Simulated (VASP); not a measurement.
# ZnO (zincite) (P6_3mc) in VASP: single point with PBE

Aim: the single point of ZnO (zincite) with PBE.

All numbers are computed with VASP 6.6.1; they aren't measurements. Logs are shortened: lines on timing, memory, paths and dates and some standing lists are left out, and cuts for length are marked.

**Measured values to compare with.**

From “Electronic structure of alkaline earth and post-transition metal oxides”, 2009, arxiv:0908.1581, for a bulk crystal of ZnO: band gap 3.37 eV.

How close the calculation comes is told below.

**1. The cell of the first run**

It takes space group P6_3mc (No. 186, hexagonal). Conventional cell: a = 3.280 Å, b = 3.280 Å, c = 5.293 Å, α = 90.00°, β = 90.00°, γ = 120.00°. Zn (site symmetry 3m) has 4 O at 2.00 to 2.01 Å within 2.6 Å. O (site symmetry 3m) has 4 Zn at 2.00 to 2.01 Å within 2.6 Å.

**2. Single point, PBE**

The input, INCAR:

```
PREC = Accurate
ENCUT = 520
EDIFF = 1E-6
ISMEAR = 0
SIGMA = 0.01
LREAL = False
LASPH = True
NELM = 60
ALGO = Normal
ISIF = 2
LWAVE = False
LCHARG = False
GGA = PE
NBANDS = 26
```

The input, KPOINTS:

```
Automatic mesh
0
Gamma
  9 9 4
```

The input, POSCAR:

```
ZnO
1.0
    3.2795251916      0.0000000000      0.0000000000
   -1.6397625958      2.8401521283      0.0000000000
    0.0000000000      0.0000000000      5.2931629191
Zn O
2 2
Direct
    0.3333333333      0.6666666667      0.4999596408
    0.6666666667      0.3333333333     -0.0000403592
    0.6666666667      0.3333333333      0.3790503592
    0.3333333333      0.6666666667      0.8790503592
```

Potentials or basis: VASP PAW PBE potentials, release 64 (Zn, O).

Started as:

```console
$ cat potpaw_PBE.64/Zn/POTCAR potpaw_PBE.64/O/POTCAR > POTCAR
$ mpirun -np 1 vasp_std > vasp.out
```

OUTCAR:

```text
PREC = Accurate
   ENCUT = 520
   EDIFF = 1E-6
   ISMEAR = 0
   LREAL = False
   LASPH = True
   NELM = 60
   ISIF = 2
   GGA = PE

 ion  position               nearest neighbor table
   1  0.333  0.667  0.500-   3 2.00   3 2.00   3 2.00   4 2.01
   2  0.667  0.333  1.000-   4 2.00   4 2.00   4 2.00   3 2.01
   3  0.667  0.333  0.379-   1 2.00   1 2.00   1 2.00   2 2.01
   4  0.333  0.667  0.879-   2 2.00   2 2.00   2 2.00   1 2.01

  LATTYP: Found a hexagonal cell.
 ALAT       =     3.2795251916
 C/A-ratio  =     1.6140028235

  Lattice vectors:

 A1 = (   3.2795251916,   0.0000000000,   0.0000000000)
 A2 = (  -1.6397625958,   2.8401521283,   0.0000000000)
 A3 = (   0.0000000000,   0.0000000000,   5.2931629191)

Analysis of symmetry for initial positions (statically):
=====================================================================
 Subroutine PRICEL returns:
 Original cell was already a primitive cell.

 Routine SETGRP: Setting up the symmetry group for a
 hexagonal supercell.

 Subroutine GETGRP returns: Found 12 space group operations
 (whereof  6 operations were pure point group operations)
 out of a pool of 24 trial point group operations.

The static configuration has the point symmetry C_3v.
 The point group associated with its full space group is C_6v.

Analysis of symmetry for dynamics (positions and initial velocities):
=====================================================================
 Subroutine PRICEL returns:
 Original cell was already a primitive cell.

 Routine SETGRP: Setting up the symmetry group for a
 hexagonal supercell.

 Subroutine GETGRP returns: Found 12 space group operations
 (whereof  6 operations were pure point group operations)
 out of a pool of 24 trial point group operations.

The dynamic configuration has the point symmetry C_3v.
 The point group associated with its full space group is C_6v.

 Subroutine INISYM returns: Found 12 space group operations
 (whereof  6 operations are pure point group operations),
 and found     1 'primitive' translations

----------------------------------------------------------------------------------------

                                     Primitive cell

  volume of cell :      49.3024

  direct lattice vectors                    reciprocal lattice vectors
     3.279525192  0.000000000  0.000000000     0.304922189  0.176046908  0.000000000
    -1.639762596  2.840152128  0.000000000     0.000000000  0.352093816  0.000000000
     0.000000000  0.000000000  5.293162919     0.000000000  0.000000000  0.188922959

  length of vectors
     3.279525192  3.279525192  5.293162919     0.352093816  0.352093816  0.188922959

  position of ions in fractional coordinates (direct lattice)
     0.333333333  0.666666667  0.499959641
     0.666666667  0.333333333  0.999959641
     0.666666667  0.333333333  0.379050359
     0.333333333  0.666666667  0.879050359

  ion indices of the primitive-cell ions
   primitive index   ion index
                 1           1
                 2           2
                 3           3
                 4           4

----------------------------------------------------------------------------------------

 KPOINTS: Automatic mesh

Automatic generation of k-mesh.
 Grid dimensions read from file:
 generate k-points for:    9    9    4

 Generating k-lattice:

  Cartesian coordinates                     Fractional coordinates (reciprocal lattice)
     0.033880243  0.019560768  0.000000000     0.111111111 -0.000000000  0.000000000
     0.000000000  0.039121535  0.000000000     0.000000000  0.111111111  0.000000000
     0.000000000  0.000000000  0.047230740     0.000000000  0.000000000  0.250000000

  Length of vectors
     0.039121535  0.039121535  0.047230740

  Shift w.r.t. Gamma in fractional coordinates (k-lattice)
     0.000000000  0.000000000  0.000000000

 Subroutine IBZKPT returns following result:
 ===========================================

 Found     36 irreducible k-points:

 Following reciprocal coordinates:
            Coordinates               Weight
  0.000000  0.000000  0.000000      1.000000
  0.111111  0.000000  0.000000      6.000000
  0.222222  0.000000  0.000000      6.000000
  0.333333  0.000000  0.000000      6.000000
  0.444444  0.000000  0.000000      6.000000
  0.111111  0.111111  0.000000      6.000000
[... 16 lines left out ...]
  0.333333  0.222222  0.250000     24.000000
  0.333333  0.333333  0.250000      4.000000
 [... further k-points ...]
   k-points           NKPTS =     36   k-points in BZ     NKDIM =     36   number of bands    NBANDS=     26
   number of dos      NEDOS =    301   number of ions     NIONS =      4
   total plane-waves  NPLWV =  23040
   dimension x,y,z NGX =    24 NGY =   24 NGZ =   40
   dimension x,y,z NGXF=    48 NGYF=   48 NGZF=   80
   ions per type =               2   2
   NGX,Y,Z   is equivalent  to a cutoff of  12.17, 12.17, 12.56 a.u.
   NGXF,Y,Z  is equivalent  to a cutoff of  24.33, 24.33, 25.13 a.u.
 SYSTEM =  unknown system
   PREC   = accura    normal or accurate (medium, high low for compatibility)
   ISTART =      0    job   : 0-new  1-cont  2-samecut
   ICHARG =      2    charge: 1-file 2-atom 10-const
   ISPIN  =      1    spin polarized calculation?
   LNONCOLLINEAR =      F non collinear calculations
   LSORBIT =      F    spin-orbit coupling
   LASPH  =      T    aspherical Exc in radial PAW
   ENCUT  =  520.0 eV  38.22 Ry    6.18 a.u.   6.10  6.10  9.84*2*pi/ulx,y,z
   NELM   =     60;   NELMIN=  2; NELMDL= -5     # of ELM steps
   EDIFF  = 0.1E-05   stopping-criterion for ELM
   LREAL  =      F    real-space projection
   EDIFFG = 0.1E-04   stopping-criterion for IOM
   NSW    =      0    number of steps for IOM
   IBRION =     -1    ionic relax: 0-MD 1-quasi-New 2-CG
   NFREE  =      0    steps in history (QN), initial steepest desc. (CG)
   ISIF   =      2    stress and relaxation
   ISYM   =      2    0-nonsym 1-usesym 2-fastsym
   POTIM  = 0.5000    time-step for ionic-motion
   TEBEG  =    0.0;   TEEND  =   0.0 temperature during run
   PSTRESS=    0.0 pullay stress
   NELECT =      36.0000    total number of electrons
   NUPDOWN=      -1.0000    fix difference up-down
   EMIN   =  10.00;   EMAX   =-10.00  energy-range for DOS
   EFERMI =   0.00;   METHOD = LEGACY
   ISMEAR =     0;   SIGMA  =   0.01  broadening in eV -4-tet -1-fermi 0-gaus
   EFERMI_NEDOS =   21; number of points for ismear=-14 and -15
   IALGO  =     38    algorithm
   IMIX   =      4    mixing-type and parameters
     AMIX     =   0.40;   BMIX     =  1.00
     AMIX_MAG =   1.60;   BMIX_MAG =  1.00
  volume/ion in A,a.u.               =      12.33        83.18
  Fermi-wavevector in a.u.,A,eV,Ry     =   1.474189  2.785813 29.568617  2.173232
  Thomas-Fermi vector in A             =   2.588990
   LORBIT       =      0    0 simple, 1 ext, 2 COOP (PROOUT), +10 PAW based schemes
   GGA     = PE    functional components
   LHFCALC =     F    Hartree Fock is set to
   AEXX    =    0.0000 exact exchange contribution
   IVDW    =     0    specifies the selected vdW correction
   LEPSILON=     F    determine dielectric tensor
   LRPA    =     F    only Hartree local field effects (RPA)
 non-spin polarized calculation
 Gauss-broadening in eV      SIGMA  =   0.01
  energy-cutoff  :      520.00
  volume of cell :       49.30
 maximum number of plane-waves:      1350
   NGX = 13   NGY = 13   NGZ = 19

 number of electron      36.0000039 magnetization

 Free energy of the ion-electron system (eV)
  ---------------------------------------------------
  ext. energy  EPLUGINS =         0.00000000
  ---------------------------------------------------
  free energy    TOTEN  =       -17.86052934 eV

  energy without entropy =      -17.86052934  energy(sigma->0) =      -17.86052934

 E-fermi :   1.0086     XC(G=0): -10.7253

 val. band max:        0.8956199102   @ k =   0.0000   0.0000   0.0000
 cond. band min:       1.6232972546   @ k =   0.0000   0.0000   0.0000
 fundamental gap:      0.7276773444
 Fermi energy:         1.0086399747

 k-point     1 :       0.0000    0.0000    0.0000
  band No.  band energies     occupation
      1     -16.9226      2.00000
      2     -16.2551      2.00000
      3      -4.6416      2.00000
      4      -4.6416      2.00000
      5      -4.6019      2.00000
      6      -4.4870      2.00000
[... 18 lines left out ...]
     25      14.8266      0.00000
     26      14.8266      0.00000

 k-point     2 :       0.1111    0.0000    0.0000
  band No.  band energies     occupation
      1     -16.8596      2.00000
      2     -16.2273      2.00000
      3      -4.7087      2.00000
      4      -4.6048      2.00000
      5      -4.5635      2.00000
      6      -4.4701      2.00000
[... 18 lines left out ...]
     25      14.8021      0.00000
     26      14.9559      0.00000

 k-point     3 :       0.2222    0.0000    0.0000
  band No.  band energies     occupation
      1     -16.6918      2.00000
      2     -16.1604      2.00000
      3      -4.8377      2.00000
      4      -4.5429      2.00000
      5      -4.5189      2.00000
      6      -4.4089      2.00000
[... 18 lines left out ...]
     25      14.2250      0.00000
     26      14.9236      0.00000

 k-point     4 :       0.3333    0.0000    0.0000
  band No.  band energies     occupation
      1     -16.4794      2.00000
      2     -16.0978      2.00000
      3      -4.9025      2.00000
      4      -4.5734      2.00000
      5      -4.4413      2.00000
      6      -4.2393      2.00000
[... 18 lines left out ...]
     25      14.1105      0.00000
     26      14.7500      0.00000
[... 496 lines left out ...]
      1     -16.3306      2.00000
      2     -16.1200      2.00000
      3      -4.7834      2.00000
      4      -4.7127      2.00000
      5      -4.3556      2.00000
      6      -4.3351      2.00000
[... 18 lines left out ...]
     25      13.0241      0.00000
     26      15.9518      0.00000

 k-point    23 :       0.3333    0.2222    0.2500
  band No.  band energies     occupation
      1     -16.2057      2.00000
      2     -16.1019      2.00000
      3      -4.7135      2.00000
      4      -4.5715      2.00000
      5      -4.4036      2.00000
      6      -4.1902      2.00000
[... 18 lines left out ...]
     25      13.8409      0.00000
     26      15.2084      0.00000

 k-point    24 :       0.3333    0.3333    0.2500
  band No.  band energies     occupation
      1     -16.1295      2.00000
      2     -16.1295      2.00000
      3      -4.6113      2.00000
      4      -4.4625      2.00000
      5      -4.4625      2.00000
      6      -4.1339      2.00000
[... 18 lines left out ...]
     25      14.5336      0.00000
     26      15.4745      0.00000

 [... further k-points ...]
[... 5 lines left out ...]
  --------------------------------------------------------------------------------------
  -------------------------------------------------------------------------------------
  Total        0.2764795      0.2764795      0.2795144      0.0000000      0.0000000      0.0000000
  in kB        8.9847432      8.9847432      9.0833683      0.0000000      0.0000000      0.0000000
  external PRESSURE =       9.0176182 kB  Pullay stress =       0.0000000 kB

 VOLUME and BASIS-vectors are now :
 -----------------------------------------------------------------------------
  energy-cutoff  :      520.00
  volume of cell :       49.30
      direct lattice vectors                 reciprocal lattice vectors
     3.279525192  0.000000000  0.000000000     0.304922189  0.176046908  0.000000000
    -1.639762596  2.840152128  0.000000000     0.000000000  0.352093816  0.000000000
     0.000000000  0.000000000  5.293162919     0.000000000  0.000000000  0.188922959

 POSITION                                       TOTAL-FORCE (eV/Angst)
 -----------------------------------------------------------------------------------
     -0.00000      1.89343      2.64637         0.000000     -0.000000      0.000407
      1.63976      0.94672      5.29295        -0.000000      0.000000      0.000407
      1.63976      0.94672      2.00638        -0.000000      0.000000     -0.000407
     -0.00000      1.89343      4.65296         0.000000      0.000000     -0.000407
 -----------------------------------------------------------------------------------
    total drift:                               -0.000001     -0.000001     -0.000906

  FREE ENERGIE OF THE ION-ELECTRON SYSTEM (eV)
  ---------------------------------------------------
  free  energy   TOTEN  =       -17.8605293426 eV

  energy  without entropy=      -17.8605293426  energy(sigma->0) =      -17.86052934
```

It took 32 s on 1 thread of Intel Xeon 6975P-C, shared host; peak memory 0.18 GiB.

What came out:

| Quantity | Value |
| --- | --- |
| Free energy | -17.8605 eV |
| Pressure | 0.9 GPa |
| Band gap on the k mesh | 0.73 eV, direct |

**3. How close it comes**

Step 2. Against the measured gap of ZnO, 3.37 eV (quoted in “Electronic structure of alkaline earth and post-transition metal oxides”, 2009, arxiv:0908.1581), the calculated 0.73 eV is off by -2.64 eV. So large a miss can be the level of theory's own, or it may mean another phase, state or a wrong row. The value is that of PBE, without temperature or zero-point motion. Semilocal functionals fall short of measured gaps as a rule.
